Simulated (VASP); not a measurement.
Write the native input for VASP 6.6.1 that does the following.

```yaml
Task: single point
Functional: PBE
Potentials_or_basis: VASP PAW PBE potentials, release 64 (Ti_sv, Si)
Cutoff: 520 eV
k_mesh: 7 × 7 × 7
Occupations: fermi-dirac, width 0.05 eV
Spin: no spin polarisation
Hubbard_terms: Ti d U = 8.0 eV
Dipole_correction: no
Further_INCAR_settings: ALGO = Normal; EDIFF = 1e-06; NBANDS = 29
```

The structure of TiSi2 lies in POSCAR:

```
TiSi2
1.0
    0.0000000000      4.1175163063      4.2628978354
    2.3895119538      0.0000000000      4.2628978354
    2.3895119538      4.1175163063      0.0000000000
Ti Si
2 4
Direct
    0.7500000000      0.7500000000      0.7500000000
    0.5000000000      0.5000000000      0.5000000000
    0.4125656100      0.0874343900      0.4125656100
    0.0874343900      0.4125656100      0.0874343900
    0.1625656100      0.8374343900      0.1625656100
    0.8374343900      0.1625656100      0.8374343900
```

One way to write it, as run:

INCAR

```
SYSTEM = TiSi2
  PREC = Accurate
  ENCUT = 520
  EDIFF = 1E-6
  ISMEAR = -1
  SIGMA = 0.05
  LREAL = .FALSE.
  LASPH = .TRUE.
  NELM = 150
  ALGO = Normal
  ISIF = 2
  LWAVE = .FALSE.
  LCHARG = .FALSE.
  LMAXMIX = 4
  LDAU = .TRUE.
  LDAUTYPE = 2
  LDAUL = 2 -1
  LDAUU = 8 0
  LDAUJ = 0 0
  LDAUPRINT = 1
  GGA = PE
  NBANDS = 29
```

KPOINTS

```
regular mesh
0
G
  7 7 7
  0 0 0
```

Potentials or basis: VASP PAW PBE potentials, release 64 (Ti_sv, Si).

Run with:

```bash
$ cat potpaw_PBE.64/Ti_sv/POTCAR potpaw_PBE.64/Si/POTCAR > POTCAR
$ mpirun -np 1 vasp_std > vasp.out
```

It gave:

```
Pressure               : 12.2 GPa
Largest force          : 0.247 eV/Å
Band gap on the k mesh : zero (band 20 reaches 11.52 eV, above the bottom of band 21 at 9.53 eV)
```

Caveat: U without spin polarisation on a metal has little footing; the U is typed as a test and isn't derived for this compound.

Wall time 120 s on 1 thread of Intel(R) Xeon(R) 6975P-C (Granite Rapids), on a shared host, peak memory 0.3 GiB.
